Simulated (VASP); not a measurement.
Write the native input for VASP 6.6.1 that does the following.

| Property | Result |
| --- | --- |
| Task | single point |
| Functional | BLYP |
| Potentials or basis | VASP PAW PBE potentials, release 64 (Ge_d) |
| Cutoff | 520 eV |
| k mesh | 13 × 13 × 4 |
| Occupations | fermi-dirac, width 0.1 eV |
| Spin | no spin polarisation |
| Dipole correction | no |
| Further INCAR settings | ALGO = Normal; EDIFF = 1e-06; NBANDS = 36 |

The structure of Ge lies in POSCAR:

```
Ge
1.0
    2.9924683752      0.0000000000      0.0000000000
   -1.4962341876      2.5915536329      0.0000000000
    0.0000000000      0.0000000000      9.8897635963
Ge
4
Direct
    1.0000000000      1.0000000000      0.0000000000
    1.0000000000      1.0000000000      0.5000000000
    0.3333333333      0.6666666667      0.2500000000
    0.6666666667      0.3333333333      0.7500000000
```

This isn't the form of Ge at room conditions, which is diamond.

One way to write it, as run:

INCAR

```
PREC = Accurate
ENCUT = 520
EDIFF = 1E-6
ISMEAR = -1
SIGMA = 0.1
LREAL = F
LASPH = T
NELM = 60
ALGO = Normal
ISIF = 2
LWAVE = F
LCHARG = F
GGA = B5
ALDAX = 1.0
AGGAX = 1.0
AGGAC = 1.0
ALDAC = 0.0
NBANDS = 36
```

KPOINTS

```
regular mesh
0
Gamma
  13 13 4
```

Potentials or basis: VASP PAW PBE potentials, release 64 (Ge_d).

The run is started by

```console
$ cat potpaw_PBE.64/Ge_d/POTCAR > POTCAR
$ mpirun -np 1 vasp_std > vasp.out
```

Results of the run:

* Pressure: 7.7 GPa
* Band gap on the k mesh: zero (bands 28 and 29 overlap by 9.03 eV)

Caveat: the cell stands under pressure; the PAW data sets were made with another functional, which shifts forces and pressure a little.

Wall time 70 s on 1 thread of Intel(R) Xeon(R) 6975P-C (Granite Rapids), on a shared host, peak memory 0.26 GiB.
